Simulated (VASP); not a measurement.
# AlCo (Pm-3m) in VASP: settings compared

Aim: see how the results for AlCo move with the level of theory and the settings. Levels: PBE+D4, PBE, RPBE, r2SCAN. Tasks: single point.

All numbers are computed with VASP 6.6.1; they aren't measurements. Logs are shortened: lines on timing, memory, paths and dates and some standing lists are left out, and cuts for length are marked.

## Step 1: The cell of the first run

The structure is cubic, space group Pm-3m (No. 221). The conventional cell has a = 2.822 Å, b = 2.822 Å, c = 2.822 Å, α = 90.00°, β = 90.00°, γ = 90.00°. Within 3.2 Å of Al (site symmetry m-3m) lie 8 Co at 2.44 Å and 6 Al at 2.82 Å. Co (site symmetry m-3m) has 8 Al at 2.44 Å and 6 Co at 2.82 Å within 3.2 Å.

## Step 2: Single point, PBE+D4, collinear spin, ferromagnetic start

INCAR reads:

```
SYSTEM = AlCo
PREC     = Accurate       ! precision mode
ENCUT    = 520            ! plane-wave cutoff, eV
EDIFF    = 1E-7           ! SCF threshold, eV
ISMEAR   = -1             ! smearing method
SIGMA    = 0.05           ! smearing width, eV
LREAL    = .FALSE.        ! projectors in reciprocal space
LASPH    = .TRUE.         ! aspherical terms in the spheres
NELM     = 150            ! most SCF steps
ALGO     = Normal         ! electronic algorithm
ISIF     = 2              ! what is computed and relaxed
LWAVE    = .FALSE.        ! write WAVECAR
LCHARG   = .TRUE.         ! write CHGCAR
ISPIN    = 2              ! spin polarisation
MAGMOM   = 0 1.8          ! initial moments
LORBIT   = 11             ! projections on sites
LMAXMIX  = 4              ! l up to which the mixer works
GGA      = PE             ! functional
IVDW     = 13             ! dispersion correction
LELF     = .TRUE.         ! ELF
LVHAR    = .TRUE.       
NBANDS   = 17             ! bands
```

KPOINTS reads:

```
regular mesh
0
G
  11 11 11
  0 0 0
```

POSCAR reads:

```
AlCo
1.0
    2.8223950049      0.0000000000      0.0000000000
    0.0000000000      2.8223950049      0.0000000000
    0.0000000000      0.0000000000      2.8223950049
Al Co
1 1
Direct
    0.0000000000      0.0000000000      0.0000000000
    0.5000000000      0.5000000000      0.5000000000
```

Potentials or basis: VASP PAW PBE potentials, release 64 (Al, Co).

Command:

```console
> cat potpaw_PBE.64/Al/POTCAR potpaw_PBE.64/Co/POTCAR > POTCAR
> mpirun -np 1 vasp_std > vasp.out
```

OUTCAR:

```text
SYSTEM = AlCo
   PREC = Accurate
   ENCUT = 520
   EDIFF = 1E-7
   ISMEAR = -1
   LREAL = .FALSE.
   LASPH = .TRUE.
   NELM = 150
   ISIF = 2
   ISPIN = 2
   LORBIT = 11
   GGA = PE
   IVDW = 13

 ion  position               nearest neighbor table
   1  0.000  0.000  0.000-   2 2.44   2 2.44   2 2.44   2 2.44   2 2.44   2 2.44   2 2.44   2 2.44

   2  0.500  0.500  0.500-   1 2.44   1 2.44   1 2.44   1 2.44   1 2.44   1 2.44   1 2.44   1 2.44

  LATTYP: Found a simple cubic cell.
 ALAT       =     2.8223950049

  Lattice vectors:

 A1 = (   2.8223950049,   0.0000000000,   0.0000000000)
 A2 = (   0.0000000000,   2.8223950049,   0.0000000000)
 A3 = (   0.0000000000,   0.0000000000,   2.8223950049)

Analysis of symmetry for initial positions (statically):
=====================================================================
 Subroutine PRICEL returns:
 Original cell was already a primitive cell.

 Routine SETGRP: Setting up the symmetry group for a
 simple cubic supercell.

 Subroutine GETGRP returns: Found 48 space group operations
 (whereof 48 operations were pure point group operations)
 out of a pool of 48 trial point group operations.

The static configuration has the point symmetry O_h .

Analysis of symmetry for dynamics (positions and initial velocities):
=====================================================================
 Subroutine PRICEL returns:
 Original cell was already a primitive cell.

 Routine SETGRP: Setting up the symmetry group for a
 simple cubic supercell.

 Subroutine GETGRP returns: Found 48 space group operations
 (whereof 48 operations were pure point group operations)
 out of a pool of 48 trial point group operations.

The dynamic configuration has the point symmetry O_h .

Analysis of structural, dynamic, and magnetic symmetry:
=====================================================================
 Subroutine PRICEL returns:
 Original cell was already a primitive cell.

 Routine SETGRP: Setting up the symmetry group for a
 simple cubic supercell.

 Subroutine GETGRP returns: Found 48 space group operations
 (whereof 48 operations were pure point group operations)
 out of a pool of 48 trial point group operations.

The overall configuration has the point symmetry O_h .

 Subroutine INISYM returns: Found 48 space group operations
 (whereof 48 operations are pure point group operations),
 and found     1 'primitive' translations

----------------------------------------------------------------------------------------

                                     Primitive cell

  volume of cell :      22.4830

  direct lattice vectors                    reciprocal lattice vectors
     2.822395005  0.000000000  0.000000000     0.354309017  0.000000000  0.000000000
     0.000000000  2.822395005  0.000000000     0.000000000  0.354309017  0.000000000
     0.000000000  0.000000000  2.822395005     0.000000000  0.000000000  0.354309017

  length of vectors
     2.822395005  2.822395005  2.822395005     0.354309017  0.354309017  0.354309017

  position of ions in fractional coordinates (direct lattice)
     0.000000000  0.000000000  0.000000000
     0.500000000  0.500000000  0.500000000

  ion indices of the primitive-cell ions
   primitive index   ion index
                 1           1
                 2           2

----------------------------------------------------------------------------------------

 KPOINTS: regular mesh

Automatic generation of k-mesh.
 Grid dimensions read from file:
 generate k-points for:   11   11   11

 Generating k-lattice:

  Cartesian coordinates                     Fractional coordinates (reciprocal lattice)
     0.032209911  0.000000000  0.000000000     0.090909091  0.000000000  0.000000000
     0.000000000  0.032209911  0.000000000     0.000000000  0.090909091  0.000000000
     0.000000000  0.000000000  0.032209911     0.000000000  0.000000000  0.090909091

  Length of vectors
     0.032209911  0.032209911  0.032209911

  Shift w.r.t. Gamma in fractional coordinates (k-lattice)
     0.000000000  0.000000000  0.000000000

 Subroutine IBZKPT returns following result:
 ===========================================

 Found     56 irreducible k-points:

 Following reciprocal coordinates:
            Coordinates               Weight
  0.000000  0.000000  0.000000      1.000000
  0.090909  0.000000  0.000000      6.000000
  0.181818  0.000000  0.000000      6.000000
  0.272727  0.000000  0.000000      6.000000
  0.363636  0.000000  0.000000      6.000000
  0.454545  0.000000  0.000000      6.000000
[... 16 lines left out ...]
  0.181818  0.090909  0.090909     24.000000
  0.272727  0.090909  0.090909     24.000000
 [... further k-points ...]
   k-points           NKPTS =     56   k-points in BZ     NKDIM =     56   number of bands    NBANDS=     17
   number of dos      NEDOS =    301   number of ions     NIONS =      2
   total plane-waves  NPLWV =  13824
   dimension x,y,z NGX =    24 NGY =   24 NGZ =   24
   dimension x,y,z NGXF=    48 NGYF=   48 NGZF=   48
   ions per type =               1   1
   NGX,Y,Z   is equivalent  to a cutoff of  14.14, 14.14, 14.14 a.u.
   NGXF,Y,Z  is equivalent  to a cutoff of  28.27, 28.27, 28.27 a.u.
 SYSTEM =  AlCo
   PREC   = accura    normal or accurate (medium, high low for compatibility)
   ISTART =      0    job   : 0-new  1-cont  2-samecut
   ICHARG =      2    charge: 1-file 2-atom 10-const
   ISPIN  =      2    spin polarized calculation?
   LNONCOLLINEAR =      F non collinear calculations
   LSORBIT =      F    spin-orbit coupling
   LASPH  =      T    aspherical Exc in radial PAW
   ENCUT  =  520.0 eV  38.22 Ry    6.18 a.u.   5.25  5.25  5.25*2*pi/ulx,y,z
   NELM   =    150;   NELMIN=  2; NELMDL= -5     # of ELM steps
   EDIFF  = 0.1E-06   stopping-criterion for ELM
   LREAL  =      F    real-space projection
   EDIFFG = 0.1E-05   stopping-criterion for IOM
   NSW    =      0    number of steps for IOM
   IBRION =     -1    ionic relax: 0-MD 1-quasi-New 2-CG
   NFREE  =      0    steps in history (QN), initial steepest desc. (CG)
   ISIF   =      2    stress and relaxation
   ISYM   =      2    0-nonsym 1-usesym 2-fastsym
   POTIM  = 0.5000    time-step for ionic-motion
   TEBEG  =    0.0;   TEEND  =   0.0 temperature during run
   PSTRESS=    0.0 pullay stress
   NELECT =      12.0000    total number of electrons
   NUPDOWN=      -1.0000    fix difference up-down
   EMIN   =  10.00;   EMAX   =-10.00  energy-range for DOS
   EFERMI =   0.00;   METHOD = LEGACY
   ISMEAR =    -1;   SIGMA  =   0.05  broadening in eV -4-tet -1-fermi 0-gaus
   EFERMI_NEDOS =   21; number of points for ismear=-14 and -15
   IALGO  =     38    algorithm
   IMIX   =      4    mixing-type and parameters
     AMIX     =   0.40;   BMIX     =  1.00
     AMIX_MAG =   1.60;   BMIX_MAG =  1.00
  volume/ion in A,a.u.               =      11.24        75.86
  Fermi-wavevector in a.u.,A,eV,Ry     =   1.327957  2.509475 23.993475  1.763471
  Thomas-Fermi vector in A             =   2.457231
   LORBIT       =     11    0 simple, 1 ext, 2 COOP (PROOUT), +10 PAW based schemes
   GGA     = PE    functional components
   LHFCALC =     F    Hartree Fock is set to
   AEXX    =    0.0000 exact exchange contribution
   IVDW    =    13    specifies the selected vdW correction
   LEPSILON=     F    determine dielectric tensor
   LRPA    =     F    only Hartree local field effects (RPA)
 spin polarized calculation
  energy-cutoff  :      520.00
  volume of cell :       22.48
 maximum number of plane-waves:       624
 NGX is ok and might be reduce to    24
   NGX = 11   NGY = 11   NGZ = 11

 number of electron      11.9999996 magnetization      -0.0067173

 number of electron      11.9999996 magnetization       0.0001585

 Free energy of the ion-electron system (eV)
  ---------------------------------------------------
  ext. energy  EPLUGINS =         0.00000000
  ---------------------------------------------------
  free energy    TOTEN  =       -11.97750823 eV

  energy without entropy =      -11.96950450  energy(sigma->0) =      -11.97350636

 E-fermi :  10.9798     XC(G=0): -12.4079

 val. band max:       10.8335234962   @ k =   0.4545   0.4545   0.0909
 cond. band min:      10.9808678873   @ k =   0.4545   0.4545   0.2727
 fundamental gap:      0.1473443911
 Fermi energy:        10.9798108699

 spin component 1

 k-point     1 :       0.0000    0.0000    0.0000
  band No.  band energies     occupation
      1      -0.3025      1.00000
      2       7.8779      1.00000
      3       7.8779      1.00000
      4      10.0927      1.00000
      5      10.0927      1.00000
      6      10.0927      1.00000
[... 9 lines left out ...]
     16      34.9125      0.00000
     17      34.9125      0.00000

 k-point     2 :       0.0909    0.0000    0.0000
  band No.  band energies     occupation
      1      -0.1426      1.00000
      2       7.8615      1.00000
      3       7.9230      1.00000
      4      10.0065      1.00000
      5      10.0065      1.00000
      6      10.1018      1.00000
[... 9 lines left out ...]
     16      33.1935      0.00000
     17      35.6617      0.00000

 k-point     3 :       0.1818    0.0000    0.0000
  band No.  band energies     occupation
      1       0.3325      1.00000
      2       7.7366      1.00000
      3       8.0469      1.00000
      4       9.7906      1.00000
      5       9.7906      1.00000
      6      10.1265      1.00000
[... 392 lines left out ...]
 k-point    23 :       0.1818    0.0909    0.0909
  band No.  band energies     occupation
      1       0.6439      1.00000
      2       7.8413      1.00000
      3       8.0546      1.00000
      4       9.6726      1.00000
      5       9.7077      1.00000
      6       9.9616      1.00000
[... 9 lines left out ...]
     16      33.2412      0.00000
     17      34.7675      0.00000

 k-point    24 :       0.2727    0.0909    0.0909
  band No.  band energies     occupation
      1       1.4093      1.00000
      2       7.4109      1.00000
      3       8.2295      1.00000
      4       9.4242      1.00000
      5       9.4686      1.00000
      6       9.9989      1.00000
[... 9 lines left out ...]
     16      31.6828      0.00000
     17      33.3415      0.00000

 [... further k-points ...]

 spin component 2

 k-point     1 :       0.0000    0.0000    0.0000
  band No.  band energies     occupation
      1      -0.3025      1.00000
      2       7.8782      1.00000
      3       7.8782      1.00000
      4      10.0928      1.00000
      5      10.0928      1.00000
      6      10.0928      1.00000
[... 9 lines left out ...]
     16      34.9125      0.00000
     17      34.9125      0.00000

 k-point     2 :       0.0909    0.0000    0.0000
  band No.  band energies     occupation
      1      -0.1426      1.00000
      2       7.8618      1.00000
      3       7.9232      1.00000
      4      10.0066      1.00000
      5      10.0066      1.00000
      6      10.1020      1.00000
[... 9 lines left out ...]
     16      33.1935      0.00000
     17      35.6616      0.00000

 k-point     3 :       0.1818    0.0000    0.0000
  band No.  band energies     occupation
      1       0.3324      1.00000
      2       7.7368      1.00000
      3       8.0471      1.00000
      4       9.7907      1.00000
      5       9.7907      1.00000
      6      10.1266      1.00000
[... 392 lines left out ...]
 k-point    23 :       0.1818    0.0909    0.0909
  band No.  band energies     occupation
      1       0.6439      1.00000
      2       7.8415      1.00000
      3       8.0548      1.00000
      4       9.6727      1.00000
      5       9.7079      1.00000
      6       9.9618      1.00000
[... 9 lines left out ...]
     16      33.2412      0.00000
     17      34.7675      0.00000

 k-point    24 :       0.2727    0.0909    0.0909
  band No.  band energies     occupation
      1       1.4092      1.00000
      2       7.4110      1.00000
      3       8.2297      1.00000
      4       9.4244      1.00000
      5       9.4687      1.00000
      6       9.9990      1.00000
[... 9 lines left out ...]
     16      31.6828      0.00000
     17      33.3415      0.00000

 [... further k-points ...]

------------------------ aborting loop because EDIFF is reached ----------------------------------------

  DFT-D4 for vdW energy calculation

  Edisp (eV):   -0.90307

  FORCE on cell =-STRESS in cart. coord.  units (eV):
  Direction    XX          YY          ZZ          XY          YZ          ZX
  --------------------------------------------------------------------------------------
  -------------------------------------------------------------------------------------
  Total      -0.01018    -0.01018    -0.01018    -0.00000    -0.00000    -0.00000
  in kB      -0.72574    -0.72574    -0.72574    -0.00000    -0.00000    -0.00000
  external pressure =       -0.73 kB  Pullay stress =        0.00 kB

 VOLUME and BASIS-vectors are now :
 -----------------------------------------------------------------------------
  energy-cutoff  :      520.00
  volume of cell :       22.48
      direct lattice vectors                 reciprocal lattice vectors
     2.822395005  0.000000000  0.000000000     0.354309017  0.000000000  0.000000000
     0.000000000  2.822395005  0.000000000     0.000000000  0.354309017  0.000000000
     0.000000000  0.000000000  2.822395005     0.000000000  0.000000000  0.354309017

 POSITION                                       TOTAL-FORCE (eV/Angst)
 -----------------------------------------------------------------------------------
      0.00000      0.00000      0.00000         0.000000      0.000000      0.000000
      1.41120      1.41120      1.41120         0.000000      0.000000      0.000000
 -----------------------------------------------------------------------------------
    total drift:                                0.000000      0.000000     -0.000000

  FREE ENERGIE OF THE ION-ELECTRON SYSTEM (eV)
  ---------------------------------------------------
  free  energy   TOTEN  =       -12.8805803190 eV

  energy  without entropy=      -12.8725765803  energy(sigma->0) =      -12.87657845

 total charge

# of ion       s       p       d       tot
------------------------------------------
    1        0.398   0.442   0.000   0.840
    2        0.445   0.532   7.529   8.506
--------------------------------------------------
tot          0.843   0.974   7.529   9.346

 magnetization (x)

# of ion       s       p       d       tot
------------------------------------------
    1       -0.000  -0.000   0.000  -0.000
    2       -0.000  -0.000   0.000   0.000
--------------------------------------------------
tot         -0.000  -0.000   0.000   0.000
```

It took 50 s on 1 thread of Intel Xeon Platinum 8259CL at 2.50GHz (Skylake/Cascade Lake), shared host; peak memory 0.17 GiB.

Results:

* Free energy: -12.8806 eV
* Pressure: -0.1 GPa
* Band gap on the k mesh: zero (filled and empty bands overlap)
* Net moment: 0.00 μB per cell
* Valence electrons inside the program's atomic spheres: Al 0.84; Co 8.51
* Dispersion energy per atom: -0.452 eV

Caveat: the starting moments collapsed, and a magnetic state may lie lower; pairwise dispersion overbinds metals, which lowers pressure and volume.

(Continued in part 2 of 2.)
